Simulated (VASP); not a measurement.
# VO2 (P4_2/mnm) in VASP: single point with PBEsol

Aim: the single point of VO2 with PBEsol.

Everything below comes from runs of VASP 6.6.1. Logs are shortened: lines on timing, memory, paths and dates and some standing lists are left out, and cuts for length are marked.

### Step 1. The cell of the first run

Symmetry: P4_2/mnm, No. 136, tetragonal system. Conventional cell: a = 4.536 Å, b = 4.536 Å, c = 2.802 Å, α = 90.00°, β = 90.00°, γ = 90.00°. V (site symmetry mmm) has 6 O at 1.90 to 1.92 Å within 2.5 Å. O (site symmetry m2m) has 3 V at 1.90 to 1.92 Å and 11 O at 2.58 to 2.80 Å within 2.9 Å.

### Step 2. Single point, PBEsol, collinear spin, ferromagnetic start

INCAR reads:

```
PREC = Accurate ; ENCUT = 600
EDIFF = 1E-6 ; ISMEAR = 0
SIGMA = 0.1 ; LREAL = False
LASPH = True ; NELM = 200
ALGO = Normal ; ISIF = 2
LWAVE = False ; LCHARG = True
ISPIN = 2 ; MAGMOM = 0.92 0.92 0 0 0 0
LORBIT = 11 ; LMAXMIX = 4
GGA = PS ; LVHAR = True
NBANDS = 38 ; GGA_COMPAT = False
KPAR = 4
```

KPOINTS reads:

```
regular mesh
0
Gamma
  8 12 8
```

POSCAR reads:

```
VO2
1.0
    4.5355692065      0.0000000000      0.0716505535
    0.0000000000      2.8022512001      0.0000000000
   -0.0716586948      0.0000000000      4.5356596850
V O
2 4
Direct
    0.0000000000      0.0000000000      0.0000000000
    0.5000000000      0.5000000000      0.5000000000
    0.7989184130      0.5000000000      0.2010606477
    0.2010815870      0.5000000000      0.7989393523
    0.7010815154      0.0000000000      0.7010603901
    0.2989184846      0.0000000000      0.2989396099
```

Potentials or basis: VASP PAW PBE potentials, release 64 (V_sv, O).

Started as:

```bash
$ cat potpaw_PBE.64/V_sv/POTCAR potpaw_PBE.64/O/POTCAR > POTCAR
$ mpirun -np 4 vasp_std > vasp.out
```

OUTCAR:

```text
PREC = Accurate
   ENCUT = 600
   EDIFF = 1E-6
   ISMEAR = 0
   LREAL = False
   LASPH = True
   NELM = 200
   ISIF = 2
   ISPIN = 2
   LORBIT = 11
   GGA = PS

 ion  position               nearest neighbor table
   1  0.000  0.000  0.000-   3 1.90   4 1.90   3 1.90   4 1.90   5 1.92   6 1.92
   2  0.500  0.500  0.500-   5 1.90   6 1.90   5 1.90   6 1.90   3 1.92   4 1.92
   3  0.799  0.500  0.201-   1 1.90   1 1.90   2 1.92
   4  0.201  0.500  0.799-   1 1.90   1 1.90   2 1.92
   5  0.701  0.000  0.701-   2 1.90   2 1.90   1 1.92
   6  0.299  0.000  0.299-   2 1.90   2 1.90   1 1.92

  LATTYP: Found a simple orthorhombic cell.
 ALAT       =     2.8022512001
 B/A-ratio  =     1.6187467847
 C/A-ratio  =     1.6187791144

  Lattice vectors:

 A1 = (   0.0000000000,  -2.8022512001,   0.0000000000)
 A2 = (   4.5355692065,   0.0000000000,   0.0716505535)
 A3 = (  -0.0716586948,   0.0000000000,   4.5356596850)

Analysis of symmetry for initial positions (statically):
=====================================================================
 Subroutine PRICEL returns:
 Original cell was already a primitive cell.

 Routine SETGRP: Setting up the symmetry group for a
 simple orthorhombic supercell.

 Subroutine GETGRP returns: Found  8 space group operations
 (whereof  4 operations were pure point group operations)
 out of a pool of  8 trial point group operations.

The static configuration has the point symmetry C_2h.
 The point group associated with its full space group is D_2h.

Analysis of symmetry for dynamics (positions and initial velocities):
=====================================================================
 Subroutine PRICEL returns:
 Original cell was already a primitive cell.

 Routine SETGRP: Setting up the symmetry group for a
 simple orthorhombic supercell.

 Subroutine GETGRP returns: Found  8 space group operations
 (whereof  4 operations were pure point group operations)
 out of a pool of  8 trial point group operations.

The dynamic configuration has the point symmetry C_2h.
 The point group associated with its full space group is D_2h.

Analysis of structural, dynamic, and magnetic symmetry:
=====================================================================
 Subroutine PRICEL returns:
 Original cell was already a primitive cell.

 Routine SETGRP: Setting up the symmetry group for a
 simple orthorhombic supercell.

 Subroutine GETGRP returns: Found  8 space group operations
 (whereof  4 operations were pure point group operations)
 out of a pool of  8 trial point group operations.

The overall configuration has the point symmetry C_2h.
[... 146 lines left out ...]
 number of electron      50.0000002 magnetization       1.9755177

 Free energy of the ion-electron system (eV)
  ---------------------------------------------------
  ext. energy  EPLUGINS =         0.00000000
  ---------------------------------------------------
  free energy    TOTEN  =       -54.65113496 eV

  energy without entropy =      -54.63605007  energy(sigma->0) =      -54.64359252

 E-fermi :   6.5365     XC(G=0): -12.1942

 val. band max:        6.5363842132   @ k =   0.1250   0.0833   0.0000
 cond. band min:       6.5416666060   @ k =   0.2500   0.2500   0.1250
 fundamental gap:      0.0052823927
 Fermi energy:         6.5365425745

 spin component 1

 k-point     1 :       0.0000    0.0000    0.0000
  band No.  band energies     occupation
      1     -59.2994      1.00000
      2     -59.2886      1.00000
      3     -33.2677      1.00000
      4     -33.2677      1.00000
      5     -33.1686      1.00000
      6     -33.1686      1.00000
[... 949 lines left out ...]
     36      18.0319      0.00000
     37      20.0849      0.00000

 [... further k-points ...]

 spin component 2

 k-point     1 :       0.0000    0.0000    0.0000
  band No.  band energies     occupation
      1     -58.2534      1.00000
      2     -58.2420      1.00000
      3     -32.2385      1.00000
      4     -32.2385      1.00000
      5     -32.1554      1.00000
      6     -32.1324      1.00000
[... 949 lines left out ...]
     36      18.1437      0.00000
     37      20.2408      0.00000

 [... further k-points ...]

 [bands above 37 left out]

------------------------ aborting loop because EDIFF is reached ----------------------------------------

  FORCE on cell =-STRESS in cart. coord.  units (eV):
  Direction    XX          YY          ZZ          XY          YZ          ZX
  --------------------------------------------------------------------------------------
  -------------------------------------------------------------------------------------
  Total        0.0821893      0.2093210      0.0821451      0.0000000      0.0000000      0.0000006
  in kB        2.2836962      5.8161508      2.2824671      0.0000000      0.0000000      0.0000160
  external PRESSURE =       3.4607714 kB  Pullay stress =       0.0000000 kB

 VOLUME and BASIS-vectors are now :
 -----------------------------------------------------------------------------
  energy-cutoff  :      600.00
  volume of cell :       57.66
      direct lattice vectors                 reciprocal lattice vectors
     4.535569206  0.000000000  0.071650554     0.220424479  0.000000000  0.003482477
     0.000000000  2.802251200  0.000000000     0.000000000  0.356855945  0.000000000
    -0.071658695  0.000000000  4.535659685    -0.003482081  0.000000000  0.220420082

 POSITION                                       TOTAL-FORCE (eV/Angst)
 -----------------------------------------------------------------------------------
      0.00000      0.00000      0.00000        -0.000000      0.000000      0.000000
      2.23196      1.40113      2.30366        -0.000000      0.000000      0.000000
      3.60914      1.40113      0.96919        -0.017651      0.000000      0.017163
      0.85477      1.40113      3.63812         0.017651      0.000000     -0.017163
      3.12957      0.00000      3.23000         0.017100      0.000000      0.017712
      1.33434      0.00000      1.37731        -0.017100     -0.000000     -0.017712
 -----------------------------------------------------------------------------------
    total drift:                               -0.000000      0.000000     -0.000000

  FREE ENERGIE OF THE ION-ELECTRON SYSTEM (eV)
  ---------------------------------------------------
  free  energy   TOTEN  =       -54.6511349590 eV

  energy  without entropy=      -54.6360500723  energy(sigma->0) =      -54.64359252

 total charge

# of ion       s       p       d       tot
------------------------------------------
    1        2.296   6.365   2.962  11.623
    2        2.296   6.365   2.962  11.623
    3        1.565   3.473   0.000   5.037
    4        1.565   3.473   0.000   5.037
    5        1.565   3.473   0.000   5.037
    6        1.565   3.473   0.000   5.037
--------------------------------------------------
tot         10.852  26.620   5.924  43.396

 magnetization (x)

# of ion       s       p       d       tot
------------------------------------------
    1        0.013   0.012   0.987   1.012
    2        0.013   0.012   0.987   1.012
    3       -0.002  -0.041   0.000  -0.043
    4       -0.002  -0.041   0.000  -0.043
    5       -0.002  -0.041   0.000  -0.043
    6       -0.002  -0.041   0.000  -0.043
--------------------------------------------------
tot          0.017  -0.138   1.974   1.853
```

stdout:

```text
POSCAR found type information on POSCAR V O
 POSCAR found :  2 types and       6 ions
 scaLAPACK will be used
 -----------------------------------------------------------------------------
|                                                                             |
|                                                                             |
|     You enforced a specific xc type in the INCAR file but a different       |
|     I HOPE YOU KNOW WHAT YOU ARE DOING!                                     |
|                                                                             |
 -----------------------------------------------------------------------------

 LDA part: xc-table for (Slater+PW92), standard interpolation
 POSCAR, INCAR and KPOINTS ok, starting setup
 FFT: planning ... GRIDC
 FFT: planning ... GRID_SOFT
 FFT: planning ... GRID
 WAVECAR not read
 entering main loop
```

It took 95 s on 4 MPI ranks of Intel Xeon 6975P-C (Granite Rapids), shared host; peak memory 0.66 GiB.

What came out:

```yaml
Free_energy: -54.6511 eV
Pressure: 0.3 GPa
Largest_force: 0.025 eV/Å
Band_gap_on_the_k_mesh: zero (filled and empty bands overlap)
Net_moment: 1.98 μB per cell
Site_moments: V +1.01; O -0.04 μB
Valence_electrons_inside_the_program's_atomic_spheres: V 11.62; O 5.04
```

Forces in eV/Å, atoms in the order of the input:
```
V    0.000  0.000  0.000
V    0.000  0.000  0.000
O   -0.018  0.000  0.017
O    0.018  0.000 -0.017
O    0.017  0.000  0.018
O   -0.017  0.000 -0.018
```

Stress tensor (GPa, compression positive):
```
0.23 0.00 0.00
0.00 0.58 0.00
0.00 0.00 0.23
```

Levels at points of the mesh, in eV from the Fermi level:
Spin up:
```
           k point  band 23  band 24  band 25  band 26  band 27  band 28  band 29  band 30
(0.00, 0.00, 0.00)    -2.05    -1.60    -1.09    -0.89    -0.32    -0.32    -0.27     1.91
(0.50, 0.00, 0.00)    -2.33    -2.33    -0.36    -0.36     0.35     0.35     1.02     1.02
(0.00, 0.50, 0.00)    -3.27    -3.27     0.42     0.42     0.66     0.66     1.07     1.07
(0.50, 0.50, 0.00)    -2.66    -2.66    -0.91    -0.91     0.63     0.63     1.36     1.36
(0.00, 0.00, 0.50)    -2.33    -2.33    -0.36    -0.36     0.35     0.35     1.02     1.02
(0.50, 0.00, 0.50)    -2.81    -2.81    -1.08    -1.08    -0.30    -0.30     1.45     1.45
(0.00, 0.50, 0.50)    -2.66    -2.66    -0.91    -0.91     0.63     0.63     1.36     1.36
(0.50, 0.50, 0.50)    -2.34    -2.34     0.07     0.07     0.43     0.43     0.65     0.65
```
Spin down:
```
           k point  band 20  band 21  band 22  band 23  band 24  band 25  band 26  band 27  band 28  band 29
(0.00, 0.00, 0.00)    -3.56    -2.20    -2.11    -2.11    -1.58     0.02     0.06     0.71     0.84     0.84
(0.50, 0.00, 0.00)    -5.04    -3.20    -3.20    -2.37    -2.37     0.65     0.65     1.43     1.43     1.94
(0.00, 0.50, 0.00)    -4.90    -4.14    -4.14    -3.22    -3.22     1.34     1.34     1.77     1.77     1.90
(0.50, 0.50, 0.00)    -4.23    -3.79    -3.79    -2.73    -2.73     0.17     0.17     1.75     1.75     2.18
(0.00, 0.00, 0.50)    -5.04    -3.20    -3.20    -2.37    -2.37     0.65     0.65     1.43     1.43     1.94
(0.50, 0.00, 0.50)    -4.07    -2.95    -2.95    -2.85    -2.85    -0.03    -0.03     0.86     0.86     2.27
(0.00, 0.50, 0.50)    -4.23    -3.79    -3.79    -2.73    -2.73     0.17     0.17     1.75     1.75     2.18
(0.50, 0.50, 0.50)    -4.86    -3.03    -3.03    -2.34    -2.34     0.98     0.98     1.36     1.36     1.79
```

Caveat: the PAW data sets were made with another functional, which shifts forces and pressure a little; semilocal functionals often make such compounds metallic where correlation or magnetic order opens a gap, which also shifts bond lengths. With open d or f shells a metallic result of PBEsol can be an artefact of self-interaction; +U or a hybrid may open a gap.
